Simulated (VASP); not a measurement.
HBrF2, 16 atoms in the cell. It takes space group Fd-3m (No. 227, cubic). Conventional cell: a = 9.605 Å, b = 9.605 Å, c = 9.605 Å, α = 90.00°, β = 90.00°, γ = 90.00°. Within 3.0 Å of F (site symmetry 3m) lie 3 Br at 2.30 Å and 3 H at 2.51 Å. Within 3.0 Å of Br (site symmetry -3m) lie 6 F at 2.30 Å. H (site symmetry -3m) has 6 F at 2.51 Å within 3.3 Å. 

| Item | Value |
| --- | --- |
| Program | VASP 6.6.1 |
| Task | single point |
| Functional | r2SCAN |
| Potentials or basis | VASP PAW PBE potentials, release 64 (F, Br, H) |
| Cutoff | 520 eV |
| k mesh | 6 × 6 × 6 |
| Occupations | fermi-dirac, width 0.1 eV |
| Spin | no spin polarisation |
| Dipole correction | no |
| Further INCAR settings | LREAL = Auto; ALGO = Normal; EDIFF = 1e-07; NBANDS = 58 |

Potentials or basis: VASP PAW PBE potentials, release 64 (F, Br, H).

Command:

```console
$ cat potpaw_PBE.64/F/POTCAR potpaw_PBE.64/Br/POTCAR potpaw_PBE.64/H/POTCAR > POTCAR
$ cp INCAR.step1 INCAR
$ mpirun -np 1 vasp_std > vasp.out
$ cp INCAR.step2 INCAR
$ mpirun -np 1 vasp_std > vasp.out
```

Hardware: 1 thread of Intel(R) Xeon(R) Platinum 8375C CPU @ 2.90GHz (Ice Lake), on a shared host.

Problem. How long does it take, and how much memory?

Solution. Run time: 26 min on 1 thread of Intel(R) Xeon(R) Platinum 8375C CPU @ 2.90GHz (Ice Lake) (shared host), peak memory 0.5 GiB. Counts: k points 16.
